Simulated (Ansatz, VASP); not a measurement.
Two plane-wave programs on Be6S

```xyz
7
Lattice="3.9500 0.0000 0.0000 -1.9750 3.4208 0.0000 0.0000 0.0000 5.0000" Properties=species:S:1:pos:R:3 pbc="T T T"
Be    0.0000    0.0000    3.1000
Be    1.3167    2.2806    1.5000
Be   -0.6583    1.1402    1.5000
Be    1.3165    0.0000    1.5000
Be    1.9750    1.1403    3.1000
Be    0.0000    2.2805    3.1000
S     0.0000    0.0000    0.0000
```

Alike in both runs: task relaxation of cell and atoms; functional PBE; k mesh 5 × 5 × 3; occupations gaussian, width 0.2 eV; no spin polarisation.

|  | VASP | Ansatz |
| --- | --- | --- |
| version | VASP 6.6.1 | Ansatz 0.2.0 |
| potentials or method | VASP PAW PBE potentials, release 64 (Be, S), cutoff 600 eV | scalar-relativistic, plane waves, PAW |
| valence electrons in the cell | 18 | 18 |

```tsv
	VASP	Ansatz	Ansatz less VASP
gap on the k mesh at the Fermi level, each at its own relaxed structure (eV)	none	none	-
relaxed volume (Å³/atom)	11.32	11.28	-0.047
relaxed cell length with the largest relative difference (Å)	5.917	5.902	-0.0145
```

A gap of «none» marks a metal or a gap that the smearing closes.

The k mesh is coarse, so the values compare programs but aren't converged. Noted on VASP's run: the volume moved by over 15 % at a fixed basis, so the end points are rough.
